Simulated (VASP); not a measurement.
# Al in VASP: further runs

Al is run at these levels: PBE; tasks: single point.

Program: VASP 6.6.1. These are calculated values, not measurements. Logs are shortened: lines on timing, memory, paths and dates and some standing lists are left out, and cuts for length are marked.

## Step 1: The cell of the first run

The cell holds a slab with vacuum, 1 atom: a = 2.857 Å, b = 2.857 Å, c = 16.000 Å, α = 90.00°, β = 90.00°, γ = 90.00°.

## Step 2: Single point, PBE

Contents of INCAR:

```
SYSTEM = Al
PREC = Accurate
ENCUT = 520
EDIFF = 1E-6
ISMEAR = -1
SIGMA = 0.08
LREAL = .False.
LASPH = .True.
NELM = 80
ALGO = Normal
ISIF = 2
LWAVE = .False.
LCHARG = .False.
LDIPOL = .True.
IDIPOL = 3
DIPOL = 0.5 0.5 0.500
GGA = PE
NBANDS = 8
```

Contents of KPOINTS:

```
Automatic mesh
0
Gamma
  14 14 1
  0 0 0
```

Contents of POSCAR:

```
Al
1.0
    2.8574853682      0.0000000000      0.0000000000
    0.0000000000      2.8574853682      0.0000000000
    0.0000000000      0.0000000000     16.0000000000
Al
1
Direct
    0.0000000000      0.0000000000      0.5000000000
```

Potentials or basis: VASP PAW PBE potentials, release 64 (Al).

Command:

```console
$ cat potpaw_PBE.64/Al/POTCAR > POTCAR
$ mpirun -np 1 vasp_std > vasp.out
```

OUTCAR:

```text
SYSTEM = Al
   PREC = Accurate
   ENCUT = 520
   EDIFF = 1E-6
   ISMEAR = -1
   LREAL = .False.
   LASPH = .True.
   NELM = 80
   ISIF = 2
   GGA = PE

 ion  position               nearest neighbor table
   1  0.000  0.000  0.500-

  LATTYP: Found a simple tetragonal cell.
 ALAT       =     2.8574853682
 C/A-ratio  =     5.5993287588

  Lattice vectors:

 A1 = (   2.8574853682,   0.0000000000,   0.0000000000)
 A2 = (   0.0000000000,   2.8574853682,   0.0000000000)
 A3 = (   0.0000000000,   0.0000000000,  16.0000000000)

Analysis of symmetry for initial positions (statically):
=====================================================================
 Subroutine PRICEL returns:
 Original cell was already a primitive cell.

 Routine SETGRP: Setting up the symmetry group for a
 simple tetragonal supercell.

 Subroutine GETGRP returns: Found 16 space group operations
 (whereof 16 operations were pure point group operations)
 out of a pool of 16 trial point group operations.

The static configuration has the point symmetry D_4h.

Analysis of symmetry for dynamics (positions and initial velocities):
=====================================================================
 Subroutine PRICEL returns:
 Original cell was already a primitive cell.

 Routine SETGRP: Setting up the symmetry group for a
 simple tetragonal supercell.

 Subroutine GETGRP returns: Found 16 space group operations
 (whereof 16 operations were pure point group operations)
 out of a pool of 16 trial point group operations.

The dynamic configuration has the point symmetry D_4h.

 Subroutine INISYM returns: Found 16 space group operations
 (whereof 16 operations are pure point group operations),
 and found     1 'primitive' translations

----------------------------------------------------------------------------------------

                                     Primitive cell

  volume of cell :     130.6436

  direct lattice vectors                    reciprocal lattice vectors
     2.857485368  0.000000000  0.000000000     0.349958047  0.000000000  0.000000000
     0.000000000  2.857485368  0.000000000     0.000000000  0.349958047  0.000000000
     0.000000000  0.000000000 16.000000000     0.000000000  0.000000000  0.062500000

  length of vectors
     2.857485368  2.857485368 16.000000000     0.349958047  0.349958047  0.062500000

  position of ions in fractional coordinates (direct lattice)
     0.000000000  0.000000000  0.500000000

  ion indices of the primitive-cell ions
   primitive index   ion index
                 1           1

----------------------------------------------------------------------------------------

 KPOINTS: Automatic mesh

Automatic generation of k-mesh.
 Grid dimensions read from file:
 generate k-points for:   14   14    1

 Generating k-lattice:

  Cartesian coordinates                     Fractional coordinates (reciprocal lattice)
     0.024997003  0.000000000  0.000000000     0.071428571  0.000000000  0.000000000
     0.000000000  0.024997003  0.000000000     0.000000000  0.071428571  0.000000000
     0.000000000  0.000000000  0.062500000     0.000000000  0.000000000  1.000000000

  Length of vectors
     0.024997003  0.024997003  0.062500000

  Shift w.r.t. Gamma in fractional coordinates (k-lattice)
     0.000000000  0.000000000  0.000000000

 Subroutine IBZKPT returns following result:
 ===========================================

 Found     36 irreducible k-points:

 Following reciprocal coordinates:
            Coordinates               Weight
  0.000000  0.000000  0.000000      1.000000
  0.071429  0.000000  0.000000      4.000000
  0.142857  0.000000  0.000000      4.000000
  0.214286  0.000000  0.000000      4.000000
  0.285714  0.000000  0.000000      4.000000
  0.357143  0.000000  0.000000      4.000000
[... 16 lines left out ...]
  0.285714  0.214286  0.000000      8.000000
  0.357143  0.214286  0.000000      8.000000
 [... further k-points ...]
   k-points           NKPTS =     36   k-points in BZ     NKDIM =     36   number of bands    NBANDS=      8
   number of dos      NEDOS =    301   number of ions     NIONS =      1
   total plane-waves  NPLWV =  69120
   dimension x,y,z NGX =    24 NGY =   24 NGZ =  120
   dimension x,y,z NGXF=    48 NGYF=   48 NGZF=  240
   ions per type =               1
   NGX,Y,Z   is equivalent  to a cutoff of  13.96, 13.96, 12.47 a.u.
   NGXF,Y,Z  is equivalent  to a cutoff of  27.93, 27.93, 24.94 a.u.
 SYSTEM =  Al
   PREC   = accura    normal or accurate (medium, high low for compatibility)
   ISTART =      0    job   : 0-new  1-cont  2-samecut
   ICHARG =      2    charge: 1-file 2-atom 10-const
   ISPIN  =      1    spin polarized calculation?
   LNONCOLLINEAR =      F non collinear calculations
   LSORBIT =      F    spin-orbit coupling
   LASPH  =      T    aspherical Exc in radial PAW
   ENCUT  =  520.0 eV  38.22 Ry    6.18 a.u.   5.31  5.31 29.75*2*pi/ulx,y,z
   NELM   =     80;   NELMIN=  2; NELMDL= -5     # of ELM steps
   EDIFF  = 0.1E-05   stopping-criterion for ELM
   LREAL  =      F    real-space projection
   EDIFFG = 0.1E-04   stopping-criterion for IOM
   NSW    =      0    number of steps for IOM
   IBRION =     -1    ionic relax: 0-MD 1-quasi-New 2-CG
   NFREE  =      0    steps in history (QN), initial steepest desc. (CG)
   ISIF   =      2    stress and relaxation
   ISYM   =      2    0-nonsym 1-usesym 2-fastsym
   POTIM  = 0.5000    time-step for ionic-motion
   TEBEG  =    0.0;   TEEND  =   0.0 temperature during run
   PSTRESS=    0.0 pullay stress
   NELECT =       3.0000    total number of electrons
   NUPDOWN=      -1.0000    fix difference up-down
   EMIN   =  10.00;   EMAX   =-10.00  energy-range for DOS
   EFERMI =   0.00;   METHOD = LEGACY
   ISMEAR =    -1;   SIGMA  =   0.08  broadening in eV -4-tet -1-fermi 0-gaus
   EFERMI_NEDOS =   21; number of points for ismear=-14 and -15
   IALGO  =     38    algorithm
   IMIX   =      4    mixing-type and parameters
     AMIX     =   0.40;   BMIX     =  1.00
     AMIX_MAG =   1.60;   BMIX_MAG =  1.00
  volume/ion in A,a.u.               =     130.64       881.63
  Fermi-wavevector in a.u.,A,eV,Ry     =   0.465321  0.879329  2.945982  0.216524
  Thomas-Fermi vector in A             =   1.454555
   LORBIT       =      0    0 simple, 1 ext, 2 COOP (PROOUT), +10 PAW based schemes
   GGA     = PE    functional components
   LHFCALC =     F    Hartree Fock is set to
   AEXX    =    0.0000 exact exchange contribution
   IVDW    =     0    specifies the selected vdW correction
   LEPSILON=     F    determine dielectric tensor
   LRPA    =     F    only Hartree local field effects (RPA)
 non-spin polarized calculation
  energy-cutoff  :      520.00
  volume of cell :      130.64
 maximum number of plane-waves:      3550
 NGX is ok and might be reduce to    24
   NGX = 11   NGY = 11   NGZ = 59

 number of electron       3.0000000 magnetization

 dipolmoment           0.000000      0.000000     -0.000000 electrons x Angstroem

 Free energy of the ion-electron system (eV)
  ---------------------------------------------------
  ext. energy  EPLUGINS =         0.00000000
  ---------------------------------------------------
  free energy    TOTEN  =        -2.65557279 eV

  energy without entropy =       -2.63694840  energy(sigma->0) =       -2.64626060

 E-fermi :  -2.5666     XC(G=0):  -2.5837

 val. band max:       -2.5980951676   @ k =   0.2143   0.1429   0.0000
 cond. band min:      -2.5101147012   @ k =   0.3571   0.0000   0.0000
 fundamental gap:      0.0879804664
 Fermi energy:        -2.5666138998

 k-point     1 :       0.0000    0.0000    0.0000
  band No.  band energies     occupation
      1      -9.7681      2.00000
      2      -3.7297      2.00000
      3       0.4949      0.00000
      4       1.6365      0.00000
      5       1.9545      0.00000
      6       4.1330      0.00000
      7       4.1648      0.00000
      8       5.9868      0.00000

 k-point     2 :       0.0714    0.0000    0.0000
  band No.  band energies     occupation
      1      -9.6767      2.00000
      2      -3.6422      2.00000
      3       0.5868      0.00000
      4       1.7293      0.00000
      5       2.0467      0.00000
      6       4.2137      0.00000
      7       4.2248      0.00000
      8       4.6074      0.00000

 k-point     3 :       0.1429    0.0000    0.0000
  band No.  band energies     occupation
      1      -9.4032      2.00000
      2      -3.3803      1.99992
      3       0.8582      0.00000
      4       2.0072      0.00000
      5       2.3002      0.00000
      6       2.7152      0.00000
      7       4.4989      0.00000
      8       4.5588      0.00000

 k-point     4 :       0.2143    0.0000    0.0000
  band No.  band energies     occupation
      1      -8.9492      2.00000
      2      -2.9463      1.98279
      3       0.7755      0.00000
      4       1.3949      0.00000
      5       2.4690      0.00000
      6       2.8076      0.00000
      7       4.9476      0.00000
      8       5.0147      0.00000

 k-point     5 :       0.2857    0.0000    0.0000
  band No.  band energies     occupation
      1      -8.3182      2.00000
      2      -2.3461      0.11941
      3      -0.9131      0.00000
      4       2.0032      0.00000
      5       3.1069      0.00000
      6       3.4585      0.00000
      7       5.2860      0.00000
      8       5.6540      0.00000

 k-point     6 :       0.3571    0.0000    0.0000
  band No.  band energies     occupation
      1      -7.5169      2.00000
      2      -2.5101      0.66086
      3      -1.5965      0.00001
      4       2.8328      0.00000
      5       3.6178      0.00000
      6       4.1619      0.00000
      7       4.2967      0.00000
      8       6.4556      0.00000

 k-point     7 :       0.4286    0.0000    0.0000
  band No.  band energies     occupation
      1      -6.5672      2.00000
      2      -3.9429      2.00000
      3      -0.7646      0.00000
      4       2.4235      0.00000
      5       3.8421      0.00000
      6       5.0237      0.00000
      7       5.3121      0.00000
      8       6.4091      0.00000
[... 133 lines left out ...]
 k-point    20 :       0.4286    0.1429    0.0000
  band No.  band energies     occupation
      1      -6.2090      2.00000
      2      -3.6090      2.00000
      3      -0.4229      0.00000
      4       2.7766      0.00000
      5       4.1483      0.00000
      6       5.3939      0.00000
      7       5.4783      0.00000
      8       5.9662      0.00000

 k-point    21 :       0.5000    0.1429    0.0000
  band No.  band energies     occupation
      1      -5.4131      2.00000
      2      -4.5634      2.00000
      3       0.0898      0.00000
      4       2.0961      0.00000
      5       4.9914      0.00000
      6       5.5849      0.00000
      7       6.4289      0.00000
      8       6.4956      0.00000

 k-point    22 :       0.2143    0.2143    0.0000
  band No.  band energies     occupation
      1      -8.1347      2.00000
      2      -2.1656      0.01323
      3       0.8271      0.00000
      4       2.0177      0.00000
      5       2.8361      0.00000
      6       3.3006      0.00000
      7       3.7157      0.00000
      8       5.7597      0.00000

 k-point    23 :       0.2857    0.2143    0.0000
  band No.  band energies     occupation
      1      -7.5072      2.00000
      2      -1.5679      0.00001
      3      -0.3368      0.00000
      4       2.4239      0.00000
      5       3.0956      0.00000
      6       3.9370      0.00000
      7       4.3418      0.00000
      8       6.0739      0.00000

 k-point    24 :       0.3571    0.2143    0.0000
  band No.  band energies     occupation
      1      -6.7103      2.00000
      2      -1.8078      0.00015
      3      -0.8226      0.00000
      4       3.0686      0.00000
      5       3.8576      0.00000
      6       4.4115      0.00000
      7       4.9802      0.00000
      8       5.1730      0.00000

 [... further k-points ...]

------------------------ aborting loop because EDIFF is reached ----------------------------------------

 vacuum level on the upper side and lower side of the slab       (xc-potential included)        -0.089        -0.089

  FORCE on cell =-STRESS in cart. coord.  units (eV):
  Direction    XX          YY          ZZ          XY          YZ          ZX
  --------------------------------------------------------------------------------------
  -------------------------------------------------------------------------------------
  Total       -1.4578710     -1.4578710     -0.0004523      0.0000000     -0.0000000      0.0000000
  in kB      -17.8789362    -17.8789362     -0.0055472      0.0000000     -0.0000000      0.0000000
  external PRESSURE =     -11.9211399 kB  Pullay stress =       0.0000000 kB

 VOLUME and BASIS-vectors are now :
 -----------------------------------------------------------------------------
  energy-cutoff  :      520.00
  volume of cell :      130.64
      direct lattice vectors                 reciprocal lattice vectors
     2.857485368  0.000000000  0.000000000     0.349958047  0.000000000  0.000000000
     0.000000000  2.857485368  0.000000000     0.000000000  0.349958047  0.000000000
     0.000000000  0.000000000 16.000000000     0.000000000  0.000000000  0.062500000

 POSITION                                       TOTAL-FORCE (eV/Angst)
 -----------------------------------------------------------------------------------
      0.00000      0.00000      8.00000         0.000000      0.000000      0.000000
 -----------------------------------------------------------------------------------
    total drift:                               -0.000000      0.000000     -0.000000

  FREE ENERGIE OF THE ION-ELECTRON SYSTEM (eV)
  ---------------------------------------------------
  free  energy   TOTEN  =        -2.6555727924 eV

  energy  without entropy=       -2.6369484005  energy(sigma->0) =       -2.64626060

 vacuum level on the upper side and lower side of the slab         1.617         1.617
```

Run time: 56 s. Hardware: 1 thread of Intel Xeon 8259CL, shared host; peak memory 0.25 GiB.

Results:

* Free energy: -2.6556 eV
* Band gap on the k mesh: zero (an odd number of electrons rules out a gap without spin polarisation)

## Step 3: Single point, PBE

Contents of INCAR:

```
PREC = Accurate
ENCUT = 520
EDIFF = 1E-7
ISMEAR = -1
SIGMA = 0.08
LREAL = F
LASPH = T
NELM = 100
ALGO = Normal
ISIF = 2
LWAVE = F
LCHARG = T
LDIPOL = T
IDIPOL = 3
DIPOL = 0.5 0.5 0.500
GGA = PE
LELF = T
LVHAR = T
LVACPOTAV = T
ISYM = 0
NBANDS = 8
```

Contents of KPOINTS:

```
regular mesh
0
Gamma
  14 14 1
```

POSCAR is that of step 2.

Potentials or basis: VASP PAW PBE potentials, release 64 (Al).

Command:

```console
$ cat potpaw_PBE.64/Al/POTCAR > POTCAR
$ mpirun -np 1 vasp_std > vasp.out
```

Wall time 3.1 min (1 thread of Intel Xeon 8259CL, shared host); peak memory 0.28 GiB.

Results (log left out):

| Quantity | Value |
| --- | --- |
| Free energy | -2.6556 eV |
| Band gap on the k mesh | zero (an odd number of electrons rules out a gap without spin polarisation) |

Levels at points of the mesh, in eV from the Fermi level:
```csv
k point,band 1,band 2,band 3,band 4,band 5,band 6
"(0.00, 0.00, 0.00)",-7.20,-1.16,3.06,4.20,4.52,6.70
"(0.50, 0.00, 0.00)",-3.21,-2.33,2.32,4.30,7.43,7.79
"(0.00, 0.50, 0.00)",-3.21,-2.33,2.32,4.30,7.43,7.79
"(0.50, 0.50, 0.00)",0.72,0.72,1.60,3.62,5.62,7.74
```
